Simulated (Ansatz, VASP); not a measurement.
Cd in VASP and in Ansatz

```xyz
2
Lattice="3.0196 0.0000 0.0000 -1.5098 2.4129 0.0045 0.0000 0.0099 5.4606" Properties=species:S:1:pos:R:3 pbc="T T T"
Cd    0.0000    1.5880    1.1263
Cd    1.5098    0.8347    4.3389
```

Alike in both runs: task single point; functional PBE; k mesh 16 × 16 × 8; occupations gaussian, width 0.1 eV; no spin polarisation.

|  | VASP | Ansatz |
| --- | --- | --- |
| version | VASP 6.6.1 | Ansatz 0.2.0 |
| potentials or method | VASP PAW PBE potentials, release 64 (Cd), cutoff 520 eV | scalar-relativistic, plane waves, PAW |
| valence electrons in the cell | 24 | 40 |

Ansatz gave:

```
gap on the k mesh at the Fermi level (eV)                     : none
pressure (GPa)                                                : 15.9
traceless stress, the component that is largest in VASP (GPa) : 4.63
rms of the force components (eV/Å)                            : 1.142
```

Estimate VASP's values.

gap on the k mesh at the Fermi level (eV): none; pressure (GPa): 16.6; traceless stress, the component that is largest in VASP (GPa): 4.77; rms of the force components (eV/Å): 1.176.

Atom by atom the forces differ by 0.035 eV/Å (rms over components). A gap of «none» marks a metal or a gap that the smearing closes. VASP's potentials hold 24 valence electrons a cell and Ansatz's 40, so a difference there can come from the potentials and not from the codes.
